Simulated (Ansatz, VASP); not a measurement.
Two plane-wave programs on FeB4

```xyz
10
Lattice="4.4309 0.0000 0.0000 0.0000 5.2210 0.0000 0.0000 0.0000 2.9652" Properties=species:S:1:pos:R:3 pbc="T T T"
Fe    0.0000    0.0000    0.0000
Fe    2.2154    2.6105    1.4826
B     1.1089    1.6321    0.0000
B     3.3220    3.5889    0.0000
B     3.3243    0.9784    1.4826
B     1.1066    4.2426    1.4826
B     1.4996    0.6601    1.4826
B     2.9312    4.5609    1.4826
B     3.7151    1.9504    0.0000
B     0.7158    3.2706    0.0000
```

Alike in both runs: functional LDA; k mesh 8 × 8 × 12; occupations gaussian, width 0.1 eV; no spin polarisation.

Ansatz relaxed the structure, and its values are those at the end. VASP's run is a single point on that final structure, the one shown.

|  | VASP | Ansatz |
| --- | --- | --- |
| version | VASP 6.6.1 | Ansatz 0.2.0 |
| potentials or method | VASP PAW LDA potentials, release 64 (Fe, B), cutoff 520 eV | scalar-relativistic, plane waves, PAW |
| valence electrons in the cell | 40 | 56 |

VASP gave:

```
gap on the k mesh at the Fermi level (eV) : none
pressure (GPa)                            : 1.1
rms of the force components (eV/Å)        : 0.010
```

Q: What did Ansatz give for the same quantities?

A: gap on the k mesh at the Fermi level (eV): none; pressure (GPa): 0.0; rms of the force components (eV/Å): 0.001.

LDA's correlation is that of Perdew and Zunger in VASP and of Perdew and Wang (1992) in Ansatz. A gap of «none» marks a metal or a gap that the smearing closes. VASP's potentials hold 40 valence electrons a cell and Ansatz's 56, so a difference there can come from the potentials and not from the codes.
